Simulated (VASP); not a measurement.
# Tb (P6_3/mmc) in VASP: single point with RPBE

Aim: the single point of Tb with RPBE.

Program: VASP 6.6.1. These are calculated values, not measurements. Logs are shortened: lines on timing, memory, paths and dates and some standing lists are left out, and cuts for length are marked.

**1. The cell of the first run**

Symmetry: P6_3/mmc, No. 194, hexagonal system. The conventional cell has a = 3.673 Å, b = 3.673 Å, c = 5.896 Å, α = 90.00°, β = 90.00°, γ = 120.00°. Within 4.8 Å of Tb (site symmetry -6m2) lie 12 Tb at 3.63 to 3.67 Å.

**2. Single point, RPBE, collinear spin, antiferromagnetic start**

Contents of INCAR:

```
  PREC = Accurate
  ENCUT = 520
  EDIFF = 1E-6
  ISMEAR = -1
  SIGMA = 0.05
  LREAL = False
  LASPH = True
  NELM = 150
  ALGO = Normal
  ISIF = 2
  LWAVE = False
  LCHARG = False
  ISPIN = 2
  MAGMOM = 5.938 -5.938
  LORBIT = 11
  LMAXMIX = 6
  GGA = RP
  NBANDS = 30
```

Contents of KPOINTS:

```
Automatic mesh
0
Gamma
  13 13 7
```

Contents of POSCAR:

```
Tb
1.0
    3.6733216439      0.0000000000      0.0000000000
   -1.8366608219      3.1811898599      0.0000000000
    0.0000000000      0.0000000000      5.8955661780
Tb
2
Direct
    0.3333333333      0.6666666667      0.2500000000
    0.6666666667      0.3333333333      0.7500000000
```

Potentials or basis: VASP PAW PBE potentials, release 64 (Tb).

Run with:

```console
cat potpaw_PBE.64/Tb/POTCAR > POTCAR
mpirun -np 1 vasp_std > vasp.out
```

OUTCAR:

```text
PREC = Accurate
   ENCUT = 520
   EDIFF = 1E-6
   ISMEAR = -1
   LREAL = False
   LASPH = True
   NELM = 150
   ISIF = 2
   ISPIN = 2
   LORBIT = 11
   GGA = RP

 ion  position               nearest neighbor table
   1  0.333  0.667  0.250-
   2  0.667  0.333  0.750-

  LATTYP: Found a hexagonal cell.
 ALAT       =     3.6733216439
 C/A-ratio  =     1.6049686767

  Lattice vectors:

 A1 = (   3.6733216439,   0.0000000000,   0.0000000000)
 A2 = (  -1.8366608219,   3.1811898599,   0.0000000000)
 A3 = (   0.0000000000,   0.0000000000,   5.8955661780)

Analysis of symmetry for initial positions (statically):
=====================================================================
 Subroutine PRICEL returns:
 Original cell was already a primitive cell.

 Routine SETGRP: Setting up the symmetry group for a
 hexagonal supercell.

 Subroutine GETGRP returns: Found 24 space group operations
 (whereof 12 operations were pure point group operations)
 out of a pool of 24 trial point group operations.

The static configuration has the point symmetry D_3d.
 The point group associated with its full space group is D_6h.

Analysis of symmetry for dynamics (positions and initial velocities):
=====================================================================
 Subroutine PRICEL returns:
 Original cell was already a primitive cell.

 Routine SETGRP: Setting up the symmetry group for a
 hexagonal supercell.

 Subroutine GETGRP returns: Found 24 space group operations
 (whereof 12 operations were pure point group operations)
 out of a pool of 24 trial point group operations.

The dynamic configuration has the point symmetry D_3d.
 The point group associated with its full space group is D_6h.

Analysis of structural, dynamic, and magnetic symmetry:
=====================================================================
 Subroutine PRICEL returns:
 Original cell was already a primitive cell.

 Routine SETGRP: Setting up the symmetry group for a
 hexagonal supercell.

 Subroutine GETGRP returns: Found 24 space group operations
 (whereof 12 operations were pure point group operations)
 out of a pool of 24 trial point group operations.

The overall configuration has the point symmetry D_3d.
 The point group associated with its full space group is D_6h.

 Subroutine INISYM returns: Found 24 space group operations
 (whereof 12 operations are pure point group operations),
 and found     1 'primitive' translations

----------------------------------------------------------------------------------------

                                     Primitive cell

  volume of cell :      68.8928

  direct lattice vectors                    reciprocal lattice vectors
     3.673321644  0.000000000  0.000000000     0.272233171  0.157173895  0.000000000
    -1.836660822  3.181189860  0.000000000     0.000000000  0.314347789  0.000000000
     0.000000000  0.000000000  5.895566178     0.000000000  0.000000000  0.169618993

  length of vectors
     3.673321644  3.673321644  5.895566178     0.314347789  0.314347789  0.169618993

  position of ions in fractional coordinates (direct lattice)
     0.333333333  0.666666667  0.250000000
     0.666666667  0.333333333  0.750000000

  ion indices of the primitive-cell ions
   primitive index   ion index
                 1           1
                 2           2

----------------------------------------------------------------------------------------

 KPOINTS: Automatic mesh

Automatic generation of k-mesh.
 Grid dimensions read from file:
 generate k-points for:   13   13    7

 Generating k-lattice:

  Cartesian coordinates                     Fractional coordinates (reciprocal lattice)
     0.020941013  0.012090300  0.000000000     0.076923077  0.000000000  0.000000000
     0.000000000  0.024180599  0.000000000     0.000000000  0.076923077  0.000000000
     0.000000000  0.000000000  0.024231285     0.000000000  0.000000000  0.142857143

  Length of vectors
     0.024180599  0.024180599  0.024231285

  Shift w.r.t. Gamma in fractional coordinates (k-lattice)
     0.000000000  0.000000000  0.000000000

 Subroutine IBZKPT returns following result:
 ===========================================

 Found     84 irreducible k-points:

 Following reciprocal coordinates:
            Coordinates               Weight
  0.000000  0.000000  0.000000      1.000000
  0.076923  0.000000  0.000000      6.000000
  0.153846  0.000000  0.000000      6.000000
  0.230769  0.000000  0.000000      6.000000
  0.307692  0.000000  0.000000      6.000000
  0.384615  0.000000  0.000000      6.000000
[... 16 lines left out ...]
  0.076923  0.000000  0.142857     12.000000
  0.153846  0.000000  0.142857     12.000000
 [... further k-points ...]
   k-points           NKPTS =     84   k-points in BZ     NKDIM =     84   number of bands    NBANDS=     30
   number of dos      NEDOS =    301   number of ions     NIONS =      2
   total plane-waves  NPLWV =  37632
   dimension x,y,z NGX =    28 NGY =   28 NGZ =   48
   dimension x,y,z NGXF=    56 NGYF=   56 NGZF=   96
   ions per type =               2
   NGX,Y,Z   is equivalent  to a cutoff of  12.67, 12.67, 13.54 a.u.
   NGXF,Y,Z  is equivalent  to a cutoff of  25.34, 25.34, 27.07 a.u.
 SYSTEM =  unknown system
   PREC   = accura    normal or accurate (medium, high low for compatibility)
   ISTART =      0    job   : 0-new  1-cont  2-samecut
   ICHARG =      2    charge: 1-file 2-atom 10-const
   ISPIN  =      2    spin polarized calculation?
   LNONCOLLINEAR =      F non collinear calculations
   LSORBIT =      F    spin-orbit coupling
   LASPH  =      T    aspherical Exc in radial PAW
   ENCUT  =  520.0 eV  38.22 Ry    6.18 a.u.   6.83  6.83 10.96*2*pi/ulx,y,z
   NELM   =    150;   NELMIN=  2; NELMDL= -5     # of ELM steps
   EDIFF  = 0.1E-05   stopping-criterion for ELM
   LREAL  =      F    real-space projection
   EDIFFG = 0.1E-04   stopping-criterion for IOM
   NSW    =      0    number of steps for IOM
   IBRION =     -1    ionic relax: 0-MD 1-quasi-New 2-CG
   NFREE  =      0    steps in history (QN), initial steepest desc. (CG)
   ISIF   =      2    stress and relaxation
   ISYM   =      2    0-nonsym 1-usesym 2-fastsym
   POTIM  = 0.5000    time-step for ionic-motion
   TEBEG  =    0.0;   TEEND  =   0.0 temperature during run
   PSTRESS=    0.0 pullay stress
   NELECT =      38.0000    total number of electrons
   NUPDOWN=      -1.0000    fix difference up-down
   EMIN   =  10.00;   EMAX   =-10.00  energy-range for DOS
   EFERMI =   0.00;   METHOD = LEGACY
   ISMEAR =    -1;   SIGMA  =   0.05  broadening in eV -4-tet -1-fermi 0-gaus
   EFERMI_NEDOS =   21; number of points for ismear=-14 and -15
   IALGO  =     38    algorithm
   IMIX   =      4    mixing-type and parameters
     AMIX     =   0.40;   BMIX     =  1.00
     AMIX_MAG =   1.60;   BMIX_MAG =  1.00
  volume/ion in A,a.u.               =      34.45       232.46
  Fermi-wavevector in a.u.,A,eV,Ry     =   1.342594  2.537135 24.525296  1.802558
  Thomas-Fermi vector in A             =   2.470735
   LORBIT       =     11    0 simple, 1 ext, 2 COOP (PROOUT), +10 PAW based schemes
   GGA     = RP    functional components
   LHFCALC =     F    Hartree Fock is set to
   AEXX    =    0.0000 exact exchange contribution
   IVDW    =     0    specifies the selected vdW correction
   LEPSILON=     F    determine dielectric tensor
   LRPA    =     F    only Hartree local field effects (RPA)
 spin polarized calculation
  energy-cutoff  :      520.00
  volume of cell :       68.89
 maximum number of plane-waves:      1872
 NGX is ok and might be reduce to    28
   NGX = 13   NGY = 13   NGZ = 21

 number of electron      38.0000015 magnetization      -0.0000000

 number of electron      38.0000015 magnetization       0.0000000

 Free energy of the ion-electron system (eV)
  ---------------------------------------------------
  ext. energy  EPLUGINS =         0.00000000
  ---------------------------------------------------
  free energy    TOTEN  =       -18.61419994 eV

  energy without entropy =      -18.52519989  energy(sigma->0) =      -18.56969992

 E-fermi :   2.6740     XC(G=0):  -9.6534

 val. band max:        2.6679937926   @ k =   0.4615   0.0769   0.0000
 cond. band min:       2.6819120288   @ k =   0.4615   0.0769   0.1429
 fundamental gap:      0.0139182362
 Fermi energy:         2.6740395192

 spin component 1

 k-point     1 :       0.0000    0.0000    0.0000
  band No.  band energies     occupation
      1     -43.4956      1.00000
      2     -40.8525      1.00000
      3     -20.1993      1.00000
      4     -19.8865      1.00000
      5     -19.8865      1.00000
      6     -18.2089      1.00000
[... 22 lines left out ...]
     29       5.6249      0.00000
     30       5.6249      0.00000
[... 728 lines left out ...]
  band No.  band energies     occupation
      1     -43.4897      1.00000
      2     -40.8454      1.00000
      3     -20.1723      1.00000
      4     -19.9776      1.00000
      5     -19.9077      1.00000
      6     -18.2136      1.00000
[... 22 lines left out ...]
     29       5.1156      0.00000
     30       5.6120      0.00000

 [... further k-points ...]

 spin component 2

 k-point     1 :       0.0000    0.0000    0.0000
  band No.  band energies     occupation
      1     -43.4956      1.00000
      2     -40.8525      1.00000
      3     -20.1993      1.00000
      4     -19.8865      1.00000
      5     -19.8865      1.00000
      6     -18.2089      1.00000
[... 22 lines left out ...]
     29       5.6249      0.00000
     30       5.6249      0.00000
[... 728 lines left out ...]
  band No.  band energies     occupation
      1     -43.4897      1.00000
      2     -40.8454      1.00000
      3     -20.1723      1.00000
      4     -19.9776      1.00000
      5     -19.9077      1.00000
      6     -18.2136      1.00000
[... 22 lines left out ...]
     29       5.1156      0.00000
     30       5.6120      0.00000

 [... further k-points ...]
[... 5 lines left out ...]
  --------------------------------------------------------------------------------------
  -------------------------------------------------------------------------------------
  Total       -0.0004442     -0.0004442     -0.0004811     -0.0000000      0.0000000      0.0000000
  in kB       -0.0103306     -0.0103306     -0.0111874     -0.0000000      0.0000000      0.0000000
  external PRESSURE =      -0.0106162 kB  Pullay stress =       0.0000000 kB

 VOLUME and BASIS-vectors are now :
 -----------------------------------------------------------------------------
  energy-cutoff  :      520.00
  volume of cell :       68.89
      direct lattice vectors                 reciprocal lattice vectors
     3.673321644  0.000000000  0.000000000     0.272233171  0.157173895  0.000000000
    -1.836660822  3.181189860  0.000000000     0.000000000  0.314347789  0.000000000
     0.000000000  0.000000000  5.895566178     0.000000000  0.000000000  0.169618993

 POSITION                                       TOTAL-FORCE (eV/Angst)
 -----------------------------------------------------------------------------------
     -0.00000      2.12079      1.47389        -0.000000      0.000000      0.000000
      1.83666      1.06040      4.42167         0.000000     -0.000000      0.000000
 -----------------------------------------------------------------------------------
    total drift:                               -0.000000      0.000000     -0.000000

  FREE ENERGIE OF THE ION-ELECTRON SYSTEM (eV)
  ---------------------------------------------------
  free  energy   TOTEN  =       -18.6141999419 eV

  energy  without entropy=      -18.5251998938  energy(sigma->0) =      -18.56969992

 total charge

# of ion       s       p       d       f       tot
--------------------------------------------------
    1        2.082   5.616   0.462   8.145  16.305
    2        2.082   5.616   0.462   8.145  16.305
--------------------------------------------------
tot          4.165  11.232   0.924  16.289  32.610

 magnetization (x)

# of ion       s       p       d       f       tot
--------------------------------------------------
    1        0.005  -0.052   0.109   5.655   5.717
    2       -0.005   0.052  -0.109  -5.655  -5.717
--------------------------------------------------
tot          0.000   0.000   0.000   0.000   0.000
```

Run time: 47 min. Hardware: 1 thread of Intel Xeon 8259CL, shared host; peak memory 0.42 GiB.

Results:

```yaml
Free_energy: -18.6142 eV
Pressure: 0.0 GPa
Band_gap_on_the_k_mesh: zero (filled and empty bands overlap)
Net_moment: 0.00 μB per cell
Site_moments: Tb +5.72, -5.72 μB
Valence_electrons_inside_the_program's_atomic_spheres: Tb 16.30
```

Levels at points of the mesh, in eV from the Fermi level:
Spin up:
| k point | band 16 | band 17 | band 18 | band 19 | band 20 | band 21 | band 22 | band 23 |
| --- | --- | --- | --- | --- | --- | --- | --- | --- |
| (0.00, 0.00, 0.00) | -3.55 | -1.81 | -0.14 | -0.12 | 0.33 | 0.33 | 0.76 | 0.76 |
Spin down:
| k point | band 16 | band 17 | band 18 | band 19 | band 20 | band 21 | band 22 | band 23 |
| --- | --- | --- | --- | --- | --- | --- | --- | --- |
| (0.00, 0.00, 0.00) | -3.55 | -1.81 | -0.14 | -0.12 | 0.33 | 0.33 | 0.76 | 0.76 |

Caveat: the magnetic or orbital state may not be the lowest; the antiferromagnetic order is the one typed at the start, and another may lie lower; the PAW data sets were made with another functional, which shifts forces and pressure a little; spin-orbit coupling is left out, which moves the levels of the heavy elements; semilocal functionals describe open f shells poorly, which spoils levels, moments and volumes.
